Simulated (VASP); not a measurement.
# MgI2 in VASP: a series of runs, part 2 of 2

VASP 6.6.1. The steps go on from the part before.

### 4 Single point, PBEsol (atoms moved at random)

Contents of INCAR:

```
ALGO = Normal
EDIFF = 1E-6
ENCUT = 520
GGA = PS
ISIF = 2
ISMEAR = -1
LASPH = True
LCHARG = False
LREAL = False
LWAVE = False
NBANDS = 15
NELM = 60
PREC = Accurate
SIGMA = 0.05
```

Contents of KPOINTS:

```
k-points
0
Gamma
  8 8 4
```

Contents of POSCAR:

```
MgI2
1.0
    4.1400000000      0.0000000000      0.0000000000
   -2.0700000000      3.5853451717      0.0000000000
    0.0000000000      0.0000000000      6.8800000000
I Mg
2 1
Direct
    0.6745580000      0.3387410000      0.7555090000
    0.3284130000      0.6589930000      0.2428380000
    0.0002710000     -0.0060090000     -0.0048160000
```

Potentials or basis: VASP PAW PBE potentials, release 64 (I, Mg).

Run with:

```bash
$ cat potpaw_PBE.64/I/POTCAR potpaw_PBE.64/Mg/POTCAR > POTCAR
$ mpirun -np 1 vasp_std > vasp.out
```

OUTCAR:

```text
EDIFF = 1E-6
   ENCUT = 520
   GGA = PS
   ISIF = 2
   ISMEAR = -1
   LASPH = True
   LREAL = False
   NELM = 60
   PREC = Accurate

 ion  position               nearest neighbor table
   1  0.675  0.339  0.756-   3 2.87   3 2.92   3 2.93
   2  0.328  0.659  0.243-   3 2.93   3 2.93   3 2.95
   3  0.000  0.994  0.995-   1 2.87   1 2.92   2 2.93   1 2.93   2 2.93   2 2.95

  LATTYP: Found a hexagonal cell.
 ALAT       =     4.1400000000
 C/A-ratio  =     1.6618357488
[... 614 lines left out ...]
     10       7.8273      0.00000
     11       8.1190      0.00000
     12       9.1485      0.00000
     13      10.1767      0.00000
     14      11.1178      0.00000
     15      11.6429      0.00000

 [... further k-points ...]
[... 5 lines left out ...]
  --------------------------------------------------------------------------------------
  -------------------------------------------------------------------------------------
  Total       -0.1777174     -0.1352107     -0.0849923     -0.0059761      0.1362758      0.0669451
  in kB       -2.7881793     -2.1212992     -1.3334309     -0.0937578      2.1380097      1.0502909
  external PRESSURE =      -2.0809698 kB  Pullay stress =       0.0000000 kB

 VOLUME and BASIS-vectors are now :
 -----------------------------------------------------------------------------
  energy-cutoff  :      520.00
  volume of cell :      102.12
      direct lattice vectors                 reciprocal lattice vectors
     4.140000000  0.000000000  0.000000000     0.241545894  0.139456587  0.000000000
    -2.070000000  3.585345172  0.000000000     0.000000000  0.278913174  0.000000000
     0.000000000  0.000000000  6.880000000     0.000000000  0.000000000  0.145348837

 POSITION                                       TOTAL-FORCE (eV/Angst)
 -----------------------------------------------------------------------------------
      2.09148      1.21450      5.19790        -0.018654     -0.073521     -0.002288
     -0.00449      2.36272      1.67073         0.028584      0.021271     -0.155112
     -2.05644      3.56380      6.84687        -0.009930      0.052250      0.157400
 -----------------------------------------------------------------------------------
    total drift:                                0.000005      0.000045     -0.000164

  FREE ENERGIE OF THE ION-ELECTRON SYSTEM (eV)
  ---------------------------------------------------
  free  energy   TOTEN  =        -8.4166348012 eV

  energy  without entropy=       -8.4166348011  energy(sigma->0) =       -8.41663480
```

OSZICAR:

```text
N       E                     dE             d eps       ncg     rms          rms(c)
DAV:   1     0.746705664226E+02    0.74671E+02   -0.57345E+03  3968   0.835E+02
DAV:   2    -0.248229940528E+01   -0.77153E+02   -0.69689E+02  5463   0.131E+02
DAV:   3    -0.845958880255E+01   -0.59773E+01   -0.59519E+01  5206   0.419E+01
DAV:   4    -0.857367000149E+01   -0.11408E+00   -0.11407E+00  5541   0.687E+00
DAV:   5    -0.857496656929E+01   -0.12966E-02   -0.12965E-02  5426   0.659E-01    0.404E+00
DAV:   6    -0.844886351224E+01    0.12610E+00   -0.99440E-02  4401   0.160E+00    0.266E+00
DAV:   7    -0.841892631531E+01    0.29937E-01   -0.10280E-01  4877   0.157E+00    0.639E-01
DAV:   8    -0.841666963405E+01    0.22567E-02   -0.76808E-03  4443   0.490E-01    0.280E-01
DAV:   9    -0.841664626381E+01    0.23370E-04   -0.86283E-04  5556   0.174E-01    0.109E-01
DAV:  10    -0.841663320177E+01    0.13062E-04   -0.48441E-05  4646   0.453E-02    0.414E-02
DAV:  11    -0.841663483735E+01   -0.16356E-05   -0.65536E-06  5339   0.162E-02    0.244E-02
DAV:  12    -0.841663480119E+01    0.36157E-07   -0.99890E-07  3919   0.618E-03
   1 F= -.84166348E+01 E0= -.84166348E+01  d E =-.861910E-10
```

Wall time 3.7 min (1 thread of Intel Xeon 8259CL, shared host); peak memory 0.37 GiB.

What came out:

```yaml
Free_energy: -8.4166 eV
Pressure: -0.2 GPa
Largest_force: 0.166 eV/Å
Band_gap_on_the_k_mesh: 3.45 eV (least direct gap 3.59 eV)
```

Forces in eV/Å, atoms in the order of the input:
```
I   -0.019 -0.074 -0.002
I    0.029  0.021 -0.155
Mg  -0.010  0.052  0.157
```

Stress tensor (GPa, compression positive):
```
-0.28 -0.01  0.11
-0.01 -0.21  0.21
 0.11  0.21 -0.13
```

Caveat: the cell differs from its parent crystal (atoms moved at random); the PAW data sets were made with another functional, which shifts forces and pressure a little; spin-orbit coupling is left out, which moves the levels of the heavy elements. A k mesh can miss the band edges.

### 5 The runs side by side

```tsv
cell	gap on the mesh (eV)	pressure (GPa)	largest force (eV/Å)
a = 4.194, b = 4.194, c = 6.971 Å, angles 90.0, 90.0, 120.0°, 3 atoms, atomic positions A	3.36	-1.8	0.46
a = 4.221, b = 4.221, c = 7.015 Å, angles 90.0, 90.0, 120.0°, 3 atoms, atomic positions A	3.29	-2.3	0.52
a = 4.140, b = 4.140, c = 6.880 Å, angles 90.0, 90.0, 120.0°, 3 atoms, atomic positions B	3.45	-0.2	0.17
```

Alike in all rows: task single point; level PBEsol; potentials or basis VASP PAW PBE potentials, release 64 (I, Mg); no spin polarisation; k mesh 8 × 8 × 4; cutoff (eV) 520; smearing fermi-dirac 0.05 eV.

Caveats: the PAW data sets were made with another functional, which shifts forces and pressure a little; spin-orbit coupling is left out, which moves the levels of the heavy elements; this functional lacks dispersion, which binds the layers, so the pressure and a relaxed spacing across them are unreliable (at least some runs).

Total energies depend on the potentials used, so only differences within one code and one set of settings carry meaning.
